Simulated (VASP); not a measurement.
Runs of VASP 6.6.1 on Ag2O. The structure is that of space group Pn-3m (No. 224), or close to it. The cells are those of the table. 

```tsv
level	cell	cutoff (eV)	gap on the mesh (eV)	pressure (GPa)
BLYP	a = 4.903 Å, 6 atoms	600	none	(a)
BLYP	a = 4.731 Å, 6 atoms	600	0.14	8.7
BLYP	a = 4.936 Å, 6 atoms	600	none	(b)
r2SCAN+D4	a = 4.799 Å, 6 atoms	660	0.20	-3.3
RPBE	a = 4.864 Å, 6 atoms	600	none	1.2
```

Alike in all rows: task single point; potentials or basis VASP PAW PBE potentials, release 64 (Ag, O); no spin polarisation; k mesh 6 × 6 × 6; smearing gaussian 0.05 eV.

Question: Estimate the missing entries.

Answer: (a) 0.1; (b) -1.1.

Caveats: the PAW data sets were made with another functional, which shifts forces and pressure a little; the cell stands under pressure (at least some runs); the cell stands under tension (at least some runs).

A k mesh can miss the band edges, and the runs leave out spin-orbit coupling on Ag.

A gap of «none» marks levels without a gap at the run's occupations.
